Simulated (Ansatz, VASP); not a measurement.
## Two plane-wave programs on Pb

```xyz
2
Lattice="3.4566 0.0000 0.0000 -1.7283 2.9935 0.0000 0.0000 0.0000 5.5525" Properties=species:S:1:pos:R:3 pbc="T T T"
Pb    1.7283    0.9978    4.1644
Pb    0.0000    1.9957    1.3881
```

Alike in both runs: task single point; functional r2SCAN; k mesh 9 × 9 × 5; occupations fermi-dirac, width 0.05 eV; no spin polarisation.

|  | VASP | Ansatz |
| --- | --- | --- |
| version | VASP 6.6.1 | Ansatz 0.2.0 |
| potentials or method | VASP PAW PBE potentials, release 64 (Pb_d) | Ansatz PAW |
| plane-wave cutoff (eV) | 520 | 500 |
| valence electrons in the cell | 28 | 28 |

VASP gave:

* gap on the k mesh at the Fermi level (eV): none
* pressure (GPa): 4.1
* traceless stress, the component that is largest in VASP (GPa): 3.01

Problem. What did Ansatz give for the same quantities?

Solution. gap on the k mesh at the Fermi level (eV): none; pressure (GPa): 4.1; traceless stress, the component that is largest in VASP (GPa): 3.02.

VASP's potentials were made for PBE, not for r2SCAN. A gap of «none» marks a metal or a gap that the smearing closes. The functional is the same, so the differences come from potentials, cutoffs and numerics.

Neither program's run includes spin-orbit coupling.
